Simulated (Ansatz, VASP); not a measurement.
Ni in VASP and in Ansatz

```
Ni
1.0
     0.00000    1.75931    1.75931
     1.75931    0.00000    1.75931
     1.75931    1.75931    0.00000
Ni
1
Direct
  0.00000 0.00000 0.00000
```

Alike in both runs: task single point; functional PBE; k mesh 22 × 22 × 22; occupations gaussian, width 0.05 eV; collinear spin.

|  | VASP | Ansatz |
| --- | --- | --- |
| version | VASP 6.6.1 | Ansatz 0.2.0 |
| potentials or method | VASP PAW PBE potentials, release 64 (Ni), cutoff 520 eV | scalar-relativistic, plane waves, PAW |
| valence electrons in the cell | 10 | 18 |

Ansatz gave:

| Quantity | Value |
| --- | --- |
| gap on the k mesh at the Fermi level (eV) | none |
| pressure (GPa) | 0.0 |
| net moment per atom (μB) | 0.65 |
| size of the moment on the site where the two differ most (μB) | 0.69 |

Question: Estimate VASP's values.

Answer: gap on the k mesh at the Fermi level (eV): none; pressure (GPa): 0.0; net moment per atom (μB): 0.64; size of the moment on the site where the two differ most (μB): 0.66.

Site moments also hang on the region over which each program counts them. A gap of «none» marks a metal or a gap that the smearing closes. The functional is the same, so the differences come from potentials, cutoffs and numerics. VASP's potentials hold 10 valence electrons a cell and Ansatz's 18, so a difference there can come from the potentials and not from the codes.
